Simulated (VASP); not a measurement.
Input of a VASP 6.6.1 run:

The input INCAR:

```
ALGO = Normal
EDIFF = 1E-6
ENCUT = 520
GGA = PE
ISIF = 2
ISMEAR = 0
ISYM = 0
LASPH = T
LCHARG = T
LELF = T
LREAL = Auto
LVHAR = T
LWAVE = F
NBANDS = 66
NELM = 100
PREC = Accurate
SIGMA = 0.1
```

Contents of KPOINTS:

```
k-points
0
Gamma
  4 4 3
```

POSCAR

```
SiC7
1.0
   -3.8490102366     -3.8488533845      0.0000633193
    0.0217645395      3.8270251564      3.7986440756
   -3.8035353543      3.8034443527     -3.7968283406
C Si
21 3
Direct
    0.5229393426      0.9795328401      0.0170386547
    0.9572953059      0.9795819781      0.0170125252
    0.8360090030      0.1714390329      0.6684467953
    0.6828755881      0.3404637884      0.3330538620
    0.1581592635      0.3404484618      0.3330460357
    0.0008388926      0.5011390731      0.9914427621
    0.8484242685      0.6707995936      0.6575786377
    0.3229094804      0.6707791415      0.6575682595
    0.6684741480      0.8363891199      0.3581462127
    0.1603506401      0.8201254277      0.3222517500
    0.8305949362      0.1605619822      0.9188480274
    0.7050897140      0.3508590108      0.5721476839
    0.1463263027      0.3508376422      0.5721442317
    0.5077598661      0.5149658358      0.2859637826
    0.0016653995      0.5027577903      0.2335291320
    0.3117214762      0.6685063702      0.8995695760
    0.8573396892      0.6685625299      0.8995929777
    0.6711123566      0.8416440129      0.5890270823
    0.1544349399      0.8082881968      0.5555464824
    0.5087003415      0.9922609271      0.2573796569
    0.9841728448      0.9922678205      0.2573651632
    0.3368109064      0.1730343916      0.6330571604
    0.5194265882      0.5383222157      0.0131348141
    0.3084779687      0.1162448158      0.9443236782
```

Potentials or basis: VASP PAW PBE potentials, release 64 (C, Si).

Command:

```bash
$ cat potpaw_PBE.64/C/POTCAR potpaw_PBE.64/Si/POTCAR > POTCAR
$ mpirun -np 1 vasp_std > vasp.out
```

Problem. Estimate the largest force.

Solution. 0.040 eV/Å.

Problem. Predict the pressure.

Solution. 0.1 GPa.

Problem. Predict the band gap on the k mesh.

Solution. 1.20 eV (least direct gap 1.30 eV).

Forces in eV/Å, atoms in the order of the input:
```
C    0.033  0.008 -0.008
C   -0.010 -0.032 -0.012
C   -0.003  0.003 -0.018
C    0.013 -0.011  0.004
C    0.009 -0.013  0.004
C    0.001 -0.003 -0.019
C    0.013  0.003  0.001
C   -0.006 -0.012  0.004
C    0.010 -0.011  0.002
C    0.014 -0.012  0.016
C   -0.003  0.003  0.040
C    0.010  0.016 -0.006
C   -0.018 -0.010 -0.009
C    0.008 -0.011  0.010
C    0.010 -0.008  0.004
C   -0.028 -0.006  0.004
C    0.003  0.026  0.005
C   -0.015  0.017 -0.025
C   -0.008  0.013  0.015
C   -0.005  0.021  0.001
C   -0.018  0.008  0.000
Si  -0.007  0.007 -0.010
Si  -0.002  0.000  0.000
Si  -0.001  0.003 -0.001
```

A k mesh can miss the band edges.
